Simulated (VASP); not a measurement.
Write the native input for VASP 6.6.1 that does the following.

| Quantity | Value |
| --- | --- |
| Task | single point |
| Functional | PBE |
| Potentials or basis | VASP PAW PBE potentials, release 64 (Br) |
| Cutoff | 520 eV |
| k mesh | 14 × 14 × 14 |
| Occupations | fermi-dirac, width 0.05 eV |
| Spin | no spin polarisation |
| Dipole correction | no |
| Further INCAR settings | ALGO = Normal; EDIFF = 1e-06; NBANDS = 10 |

The structure of Br lies in POSCAR:

```
Br
1.0
    0.0000000000      2.0772402648      2.0772402648
    2.0772402648      0.0000000000      2.0772402648
    2.0772402648      2.0772402648      0.0000000000
Br
1
Direct
    0.0000000000      0.0000000000      0.0000000000
```

This cell differs from its parent crystal: volume scaled by 0.68.

The input as run:

INCAR

```
SYSTEM = Br
  PREC = Accurate
  ENCUT = 520
  EDIFF = 1E-6
  ISMEAR = -1
  SIGMA = 0.05
  LREAL = .FALSE.
  LASPH = .TRUE.
  NELM = 80
  ALGO = Normal
  ISIF = 2
  LWAVE = .FALSE.
  LCHARG = .FALSE.
  GGA = PE
  NBANDS = 10
```

KPOINTS

```
regular mesh
0
G
  14 14 14
  0 0 0
```

Potentials or basis: VASP PAW PBE potentials, release 64 (Br).

Launch:

```console
$ cat potpaw_PBE.64/Br/POTCAR > POTCAR
$ mpirun -np 1 vasp_std > vasp.out
```

It gave:

The pressure is 29.6 GPa.

Caveat: an odd number of electrons without spin polarisation forces a metal; a magnetic or distorted state may lie lower.

Wall time 5.5 s on 1 thread of Intel(R) Xeon(R) 6975P-C (Granite Rapids) (shared host), peak memory 0.14 GiB.
